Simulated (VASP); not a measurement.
Set up this calculation in VASP 6.6.1, as the native input.

- Task: single point
- Functional: PBE
- Potentials or basis: VASP PAW PBE potentials, release 64 (Al, B, As)
- Cutoff: 520 eV
- k mesh: 6 × 6 × 4
- Occupations: gaussian, width 0.1 eV
- Spin: no spin polarisation
- Dipole correction: no
- Further INCAR settings: ALGO = Normal; EDIFF = 1e-07; NBANDS = 16

The structure of Al2B2As lies in POSCAR:

```
Al2B2As
1.0
    3.7598769000      0.0000000000      0.0000000000
   -1.8799384500      3.2561489100      0.0000000000
    0.0000000000      0.0000000000      5.7431927100
Al B As
2 2 1
Direct
    0.3333333300      0.6666666700      0.7247424200
    0.3333333300      0.6666666700      0.2752575800
    0.6666666700      0.3333333300      0.2599388700
    0.6666666700      0.3333333300      0.7400611300
    0.3333333300      0.6666666700      0.0000000000
```

The input as run:

INCAR

```
ALGO = Normal
EDIFF = 1E-7
ENCUT = 520
GGA = PE
ISIF = 2
ISMEAR = 0
LASPH = T
LCHARG = F
LREAL = F
LWAVE = F
NBANDS = 16
NELM = 60
PREC = Accurate
SIGMA = 0.1
```

KPOINTS

```
k-points
0
Gamma
  6 6 4
```

Potentials or basis: VASP PAW PBE potentials, release 64 (Al, B, As).

Run with:

```bash
$ cat potpaw_PBE.64/Al/POTCAR potpaw_PBE.64/B/POTCAR potpaw_PBE.64/As/POTCAR > POTCAR
$ mpirun -np 1 vasp_std > vasp.out
```

It gave:

| Quantity | Value |
| --- | --- |
| Pressure | 92.2 GPa |
| Largest force | 37.421 eV/Å |

Caveat: forces of over 1 eV/Å act on the atoms, so gaps and moduli don't describe the material at rest.

Wall time 25 s on 1 thread of Intel(R) Xeon(R) Platinum 8259CL CPU @ 2.50GHz (Skylake/Cascade Lake) (shared host), peak memory 0.19 GiB.
